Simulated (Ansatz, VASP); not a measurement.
BN in VASP and in Ansatz

```xyz
2
Lattice="0.0000 1.8123 1.8123 1.8123 0.0000 1.8123 1.8123 1.8123 0.0000" Properties=species:S:1:pos:R:3 pbc="T T T"
B     0.0000    0.0000    0.0000
N     2.7185    2.7185    2.7185
```

Alike in both runs: task single point; functional PBE0; k mesh 8 × 8 × 8; occupations gaussian, width 0.02 eV; no spin polarisation.

```csv
,VASP,Ansatz
version,VASP 6.6.1,Ansatz 0.2.0
potentials or method,"VASP PAW PBE potentials, release 64 (B, N), cutoff 520 eV","scalar-relativistic, plane waves, PAW"
valence electrons in the cell,8,8
```

```csv
,VASP,Ansatz,Ansatz less VASP
gap on the k mesh at the Fermi level (eV),6.54,6.54,+0.003
least direct gap on the mesh (eV),11.28,11.29,+0.007
pressure (GPa),-8.7,-9.1,-0.42
```

Ansatz's warnings: stress exchange threshold loose, stress scf threshold loose.
